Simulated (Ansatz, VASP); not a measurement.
## AlAs: VASP beside Ansatz

The input INCAR:

```
SYSTEM = AlAs
  ALGO = Normal
  EDIFF = 1E-8
  ENCUT = 400
  GGA = PS
  GGA_COMPAT = .FALSE.
  ISIF = 2
  ISMEAR = -1
  LASPH = .TRUE.
  LCHARG = .FALSE.
  LEFG = .TRUE.
  LREAL = .FALSE.
  LWAVE = .FALSE.
  NBANDS = 11
  NELM = 120
  PREC = Accurate
  SIGMA = 0.05
```

File KPOINTS:

```
k-points
0
G
  10 10 10
  0 0 0
```

File POSCAR:

```
AlAs
1.0
    0.0000000000      2.7731120344      2.7731120344
    2.7731120344      0.0000000000      2.7731120344
    2.7731120344      2.7731120344      0.0000000000
Al As
1 1
Direct
    0.0000000000      0.0000000000      0.0000000000
    0.7500000000      0.7500000000      0.7500000000
```

Input for Ansatz:

```yaml
crystal:
  lattice:
    - [0.0, 2.7731120344, 2.7731120344]
    - [2.7731120344, 0.0, 2.7731120344]
    - [2.7731120344, 2.7731120344, 0.0]
  atoms:
    - { symbol: Al, position: [0.0, 0.0, 0.0] }
    - { symbol: As, position: [0.75, 0.75, 0.75] }
kpoints:
  mp_grid: { grid: [10, 10, 10] }
scf:
  occupations: { method: fermi_dirac, width: 0.05 }
hamiltonian:
  xc: pbesol
  pseudopotentials: { kind: paw }
output:
  forces: true
  stress: true
  eigenvalues: true
  efg: { contact_densities: true }
```

Change from the starting cell: volume scaled by 0.9405, PAW files.

Alike in both runs: task electric field gradients; functional PBEsol; k mesh 10 × 10 × 10; occupations fermi-dirac, width 0.05 eV; no spin polarisation.

|  | VASP | Ansatz |
| --- | --- | --- |
| version | VASP 6.6.1 | Ansatz 0.2.0 |
| potentials or method | VASP PAW PBE potentials, release 64 (Al, As) | PAW with Ansatz's default frozen-core files, scalar-relativistic |
| plane-wave cutoff (eV) | 400 | 420 |
| valence electrons in the cell | 8 | 18 |

```csv
,VASP,Ansatz,Ansatz less VASP
pressure (GPa),6.1,5.7,-0.35
```

VASP's potentials were made for PBE, not for PBEsol. VASP's potentials hold 8 valence electrons a cell and Ansatz's 18, so a difference there can come from the potentials and not from the codes.
